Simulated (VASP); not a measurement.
# Al in VASP: single point with PBE

Aim: the single point of Al with PBE.

All numbers are computed with VASP 6.6.1; they aren't measurements. Logs are shortened: lines on timing, memory, paths and dates and some standing lists are left out, and cuts for length are marked.

### 1 The cell of the first run

The cell holds a slab with vacuum, 4 atoms: a = 3.003 Å, b = 3.003 Å, c = 26.004 Å, α = 90.00°, β = 90.00°, γ = 90.00°.

### 2 Single point, PBE

File INCAR:

```
  PREC = Accurate
  ENCUT = 400
  EDIFF = 1E-6
  ISMEAR = 1
  SIGMA = 0.1
  LREAL = F
  LASPH = T
  NELM = 120
  ALGO = Normal
  ISIF = 2
  LWAVE = F
  LCHARG = T
  LDIPOL = T
  IDIPOL = 3
  DIPOL = 0.5 0.5 0.664
  GGA = PE
  LELF = T
  LVHAR = T
  LVACPOTAV = T
  NBANDS = 14
  GGA_COMPAT = F
  NELMDL = -8
```

File KPOINTS:

```
Automatic mesh
0
Gamma
  12 12 1
```

File POSCAR:

```
Al
1.0
    3.0028735209      0.0000000000      0.0000000000
    0.0000000000      3.0028735209      0.0000000000
    0.0000000000      0.0000000000     26.0044829957
Al
4
Direct
    0.0000000000      0.0000000000      0.5522015824
    0.5000000000      0.5000000000      0.6262077684
    0.0000000000      0.0000000000      0.7005915882
    0.5000000000      0.5000000000      0.7760673018
```

Potentials or basis: VASP PAW PBE potentials, release 64 (Al).

Launch:

```sh
$ cat potpaw_PBE.64/Al/POTCAR > POTCAR
$ mpirun -np 1 vasp_std > vasp.out
```

OUTCAR:

```text
PREC = Accurate
   ENCUT = 400
   EDIFF = 1E-6
   ISMEAR = 1
   LREAL = F
   LASPH = T
   NELM = 120
   ISIF = 2
   GGA = PE
   NELMDL = -8

 ion  position               nearest neighbor table
   1  0.000  0.000  0.552-   2 2.87   2 2.87   2 2.87   2 2.87
   2  0.500  0.500  0.626-   1 2.87   1 2.87   1 2.87   1 2.87   3 2.87   3 2.87   3 2.87   3 2.87

   3  0.000  0.000  0.701-   2 2.87   2 2.87   2 2.87   2 2.87   4 2.89   4 2.89   4 2.89   4 2.89

   4  0.500  0.500  0.776-   3 2.89   3 2.89   3 2.89   3 2.89

  LATTYP: Found a simple tetragonal cell.
 ALAT       =     3.0028735209
 C/A-ratio  =     8.6598662297

  Lattice vectors:

 A1 = (   3.0028735209,   0.0000000000,   0.0000000000)
 A2 = (   0.0000000000,   3.0028735209,   0.0000000000)
 A3 = (   0.0000000000,   0.0000000000,  26.0044829957)

Analysis of symmetry for initial positions (statically):
=====================================================================
 Subroutine PRICEL returns:
 Original cell was already a primitive cell.

 Routine SETGRP: Setting up the symmetry group for a
 simple tetragonal supercell.

 Subroutine GETGRP returns: Found  8 space group operations
 (whereof  8 operations were pure point group operations)
 out of a pool of 16 trial point group operations.

The static configuration has the point symmetry C_4v.

Analysis of symmetry for dynamics (positions and initial velocities):
=====================================================================
 Subroutine PRICEL returns:
 Original cell was already a primitive cell.

 Routine SETGRP: Setting up the symmetry group for a
 simple tetragonal supercell.

 Subroutine GETGRP returns: Found  8 space group operations
 (whereof  8 operations were pure point group operations)
 out of a pool of 16 trial point group operations.

The dynamic configuration has the point symmetry C_4v.

 Subroutine INISYM returns: Found  8 space group operations
 (whereof  8 operations are pure point group operations),
 and found     1 'primitive' translations

----------------------------------------------------------------------------------------

                                     Primitive cell

  volume of cell :     234.4889

  direct lattice vectors                    reciprocal lattice vectors
     3.002873521  0.000000000  0.000000000     0.333014359  0.000000000  0.000000000
     0.000000000  3.002873521  0.000000000     0.000000000  0.333014359  0.000000000
[... 103 lines left out ...]
   EFERMI =   0.00;   METHOD = LEGACY
   ISMEAR =     1;   SIGMA  =   0.10  broadening in eV -4-tet -1-fermi 0-gaus
   EFERMI_NEDOS =   21; number of points for ismear=-14 and -15
   IALGO  =     38    algorithm
   IMIX   =      4    mixing-type and parameters
     AMIX     =   0.40;   BMIX     =  1.00
     AMIX_MAG =   1.60;   BMIX_MAG =  1.00
  volume/ion in A,a.u.               =      58.62       395.60
  Fermi-wavevector in a.u.,A,eV,Ry     =   0.607801  1.148577  5.026286  0.369422
  Thomas-Fermi vector in A             =   1.662396
   LORBIT       =      0    0 simple, 1 ext, 2 COOP (PROOUT), +10 PAW based schemes
   GGA     = PE    functional components
   LHFCALC =     F    Hartree Fock is set to
   AEXX    =    0.0000 exact exchange contribution
   IVDW    =     0    specifies the selected vdW correction
   LEPSILON=     F    determine dielectric tensor
   LRPA    =     F    only Hartree local field effects (RPA)
 non-spin polarized calculation
 Methfessel and Paxton  Order N= 1 SIGMA  =   0.10
  energy-cutoff  :      400.00
  volume of cell :      234.49
 maximum number of plane-waves:      4316
 NGX is ok and might be reduce to    20
   NGX =  9   NGY =  9   NGZ = 85

 dipolmoment           0.000000      0.000000      0.000777 electrons x Angstroem

 number of electron      12.0000001 magnetization

 dipolmoment           0.000000      0.000000     -0.000399 electrons x Angstroem

 Free energy of the ion-electron system (eV)
  ---------------------------------------------------
  ext. energy  EPLUGINS =         0.00000000
  ---------------------------------------------------
  free energy    TOTEN  =       -13.74617725 eV

  energy without entropy =      -13.74423584  energy(sigma->0) =      -13.74553011

 E-fermi :  -0.7872     XC(G=0):  -3.7642

 val. band max:       -0.7929192437   @ k =   0.2500   0.1667   0.0000
 cond. band min:      -0.7734286234   @ k =   0.5000   0.4167   0.0000
 fundamental gap:      0.0194906202
 Fermi energy:        -0.7871666263

 k-point     1 :       0.0000    0.0000    0.0000
  band No.  band energies     occupation
      1     -11.0858      2.00000
      2      -9.6031      2.00000
      3      -7.3183      2.00000
      4      -4.3992      2.00000
      5      -2.0842      2.00000
      6       1.3926      0.00000
      7       2.9616      0.00000
      8       3.6775      0.00000
      9       3.7818      0.00000
     10       3.8960      0.00000
     11       3.8960      0.00000
     12       4.2310      0.00000
     13       5.0008      0.00000
     14       5.0766      0.00000
[... 377 lines left out ...]
      1      -6.4986      2.00000
      2      -5.0592      2.00000
      3      -3.9179      2.00000
      4      -2.8497      2.00000
      5      -2.4925      2.00000
      6      -1.1108      2.00005
      7      -0.4659     -0.00005
      8       0.1461     -0.00000
      9       0.2845     -0.00000
     10       1.4124      0.00000
     11       1.9413      0.00000
     12       2.5233      0.00000
     13       2.8057      0.00000
     14       2.8682      0.00000

 [... further k-points ...]
[... 5 lines left out ...]
  --------------------------------------------------------------------------------------
  -------------------------------------------------------------------------------------
  Total       -3.7433980     -3.7433980      0.4624824      0.0000000      0.0000000      0.0000000
  in kB      -25.5772757    -25.5772757      3.1599740      0.0000000      0.0000000      0.0000000
  external PRESSURE =     -15.9981925 kB  Pullay stress =       0.0000000 kB

 VOLUME and BASIS-vectors are now :
 -----------------------------------------------------------------------------
  energy-cutoff  :      400.00
  volume of cell :      234.49
      direct lattice vectors                 reciprocal lattice vectors
     3.002873521  0.000000000  0.000000000     0.333014359  0.000000000  0.000000000
     0.000000000  3.002873521  0.000000000     0.000000000  0.333014359  0.000000000
     0.000000000  0.000000000 26.004482996     0.000000000  0.000000000  0.038454908

 POSITION                                       TOTAL-FORCE (eV/Angst)
 -----------------------------------------------------------------------------------
      0.00000      0.00000     14.35972         0.000000      0.000000     -0.147788
      1.50144      1.50144     16.28421         0.000000     -0.000000      0.120851
      0.00000      0.00000     18.21852        -0.000000      0.000000     -0.041748
      1.50144      1.50144     20.18123         0.000000      0.000000      0.068685
 -----------------------------------------------------------------------------------
    total drift:                               -0.000000     -0.000000     -0.000019

  FREE ENERGIE OF THE ION-ELECTRON SYSTEM (eV)
  ---------------------------------------------------
  free  energy   TOTEN  =       -13.7461772546 eV

  energy  without entropy=      -13.7442358351  energy(sigma->0) =      -13.74553011

 vacuum level on the upper side and lower side of the slab         3.594         3.602
```

Wall time 3.2 min (1 thread of Intel Xeon 8259CL, shared host); peak memory 0.26 GiB.

What came out:

| Quantity | Value |
| --- | --- |
| Free energy | -13.7462 eV |
| Largest force | 0.148 eV/Å |
| Band gap on the k mesh | zero (band 6 reaches 1.58 eV, above the bottom of band 7 at -1.43 eV) |

Forces in eV/Å, atoms in the order of the input:
```
Al   0.000  0.000 -0.148
Al   0.000  0.000  0.121
Al   0.000  0.000 -0.042
Al   0.000  0.000  0.069
```
